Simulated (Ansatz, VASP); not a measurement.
## SrO: VASP beside Ansatz

The input INCAR:

```
SYSTEM = SrO
  PREC = Accurate
  ENCUT = 520
  EDIFF = 1E-6
  ISMEAR = 0
  SIGMA = 0.05
  LREAL = .FALSE.
  LASPH = .TRUE.
  NELM = 80
  ALGO = Normal
  ISIF = 2
  LWAVE = .FALSE.
  LCHARG = .FALSE.
  GGA = PE
  NBANDS = 24
```

Contents of KPOINTS:

```
regular mesh
0
G
  9 9 4
  0 0 0
```

Contents of POSCAR:

```
SrO
1.0
    3.5769478779      0.0000000000      0.0000000000
   -1.7884739390      3.0977277303      0.0000000000
    0.0000000000      0.0000000000      6.2426216355
Sr O
2 2
Direct
    0.3333333333      0.6666666667      0.2500000000
    0.6666666667      0.3333333333      0.7500000000
   -0.0398384335      0.0000000000      0.0000000000
    0.0398384335      0.0000000000      0.5000000000
```

Input for Ansatz:

```yaml
crystal:
  lattice:
    - [3.5769478779, 0.0, 0.0]
    - [-1.788473939, 3.0977277303, 0.0]
    - [0.0, 0.0, 6.2426216355]
  atoms:
    - { symbol: Sr, position: [0.3333333333, 0.6666666667, 0.25] }
    - { symbol: Sr, position: [0.6666666667, 0.3333333333, 0.75] }
    - { symbol: O, position: [-0.0398384335, 0.0, 0.0] }
    - { symbol: O, position: [0.0398384335, 0.0, 0.5] }
basis:
  ecutwfc: 520.0
kpoints:
  mp_grid: { grid: [9, 9, 4] }
hamiltonian:
  xc: pbe
scf:
  occupations: { method: gaussian, width: 0.05 }
output:
  forces: true
  stress: true
  eigenvalues: true
```

Change from the starting cell: mode 6 frozen in at -0.142 Å and mode 7 at +0.000 Å (largest displacements).

Alike in both runs: task single point; functional PBE; k mesh 9 × 9 × 4; occupations gaussian, width 0.05 eV; no spin polarisation.

|  | VASP | Ansatz |
| --- | --- | --- |
| version | VASP 6.6.1 | Ansatz 0.2.0 |
| potentials or method | VASP PAW PBE potentials, release 64 (Sr_sv, O), cutoff 520 eV | scalar-relativistic, plane waves, PAW |
| valence electrons in the cell | 32 | 32 |

```tsv
	VASP	Ansatz	Ansatz less VASP
gap on the k mesh at the Fermi level (eV)	3.02	3.02	+0.004
least direct gap on the mesh (eV)	3.02	3.02	+0.004
pressure (GPa)	1.1	0.6	-0.52
traceless stress, the component that is largest in VASP (GPa)	0.14	0.13	-0.001
rms of the force components (eV/Å)	0.127	0.118	-0.0090
```

Atom by atom the forces differ by 0.009 eV/Å (rms over components).
